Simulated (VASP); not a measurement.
Set up this calculation in VASP 6.6.1, as the native input.

```yaml
Task: electric field gradients
Functional: LDA
Potentials_or_basis: VASP PAW LDA potentials, release 64 (Ag)
Cutoff: 520 eV
k_mesh: 14 × 14 × 4
Occupations: fermi-dirac, width 0.08 eV
Spin: no spin polarisation
Dipole_correction: no
Further_INCAR_settings: ALGO = Normal; EDIFF = 1e-08; NBANDS = 30
```

The structure of Ag lies in POSCAR:

```
Ag
1.0
    2.8861989086      0.0000000000      0.0000000000
   -1.4430994543      2.4995215753      0.0000000000
    0.0000000000      0.0000000000      9.7000000000
Ag
4
Direct
    0.3333333333      0.6666666667      0.2500000000
    0.6666666667      0.3333333333      0.7500000000
    0.0000000000      0.0000000000      0.0000000000
    0.0000000000      0.0000000000      0.5000000000
```

This isn't the form of Ag at room conditions, which is fcc.

This cell differs from its parent crystal: zz strain of -3 %.

The input as run:

INCAR

```
SYSTEM = Ag
ALGO = Normal ; EDIFF = 1E-8
ENCUT = 520 ; GGA = CA
ISIF = 2 ; ISMEAR = -1
LASPH = .TRUE. ; LCHARG = .FALSE.
LEFG = .TRUE. ; LREAL = .FALSE.
LWAVE = .FALSE. ; NBANDS = 30
NELM = 80 ; PREC = Accurate
SIGMA = 0.08
```

KPOINTS

```
k-points
0
G
  14 14 4
  0 0 0
```

Potentials or basis: VASP PAW LDA potentials, release 64 (Ag).

Launch:

```bash
$ cat potpaw_LDA.64/Ag/POTCAR > POTCAR
$ mpirun -np 1 vasp_std > vasp.out
```

Results of the run:

| Quantity | Value |
| --- | --- |
| Pressure | -9.1 GPa |
| Band gap on the k mesh | zero (bands 22 and 23 overlap by 5.93 eV) |
| Largest electric field gradient by atom | Ag +8.6, +6.6 (each value once) V/Å² |

Caveat: the cell differs from its parent crystal (zz strain of -3 %); the cell stands under tension; without QUAD_EFG the Cq values of the log hold for a quadrupole moment of 1 mb, not for the nuclei.

Run time: 84 s on 1 thread of Intel(R) Xeon(R) Platinum 8488C (Sapphire Rapids), on a shared host, peak memory 0.23 GiB.
